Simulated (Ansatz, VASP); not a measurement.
# InTe3Mo in VASP and in Ansatz

```
In Te Mo
1.0
     5.63980    0.00000    0.00000
     0.00000    5.63980    0.00000
     0.00000    0.00000    5.63980
In Te Mo
1 3 1
Direct
  0.50000 0.50000 0.50000
  0.50000 0.00000 0.00000
  0.00000 0.50000 0.00000
  0.00000 0.00000 0.50000
  0.00000 0.00000 0.00000
```

Alike in both runs: task single point; functional PBE; k mesh 4 × 4 × 4; occupations gaussian, width 0.1 eV; no spin polarisation.

```csv
,VASP,Ansatz
version,VASP 6.6.1,Ansatz 0.2.0
potentials or method,"VASP PAW PBE potentials, release 64 (In_d, Te, Mo_sv), cutoff 520 eV","scalar-relativistic, plane waves, PAW"
valence electrons in the cell,45,75
```

|  | VASP | Ansatz | Ansatz less VASP |
| --- | --- | --- | --- |
| gap on the k mesh at the Fermi level (eV) | none | none | - |
| pressure (GPa) | -5.0 | -5.0 | +0.02 |

A gap of «none» marks a metal or a gap that the smearing closes. VASP's potentials hold 45 valence electrons a cell and Ansatz's 75, so a difference there can come from the potentials and not from the codes.

Neither program's run includes spin-orbit coupling.
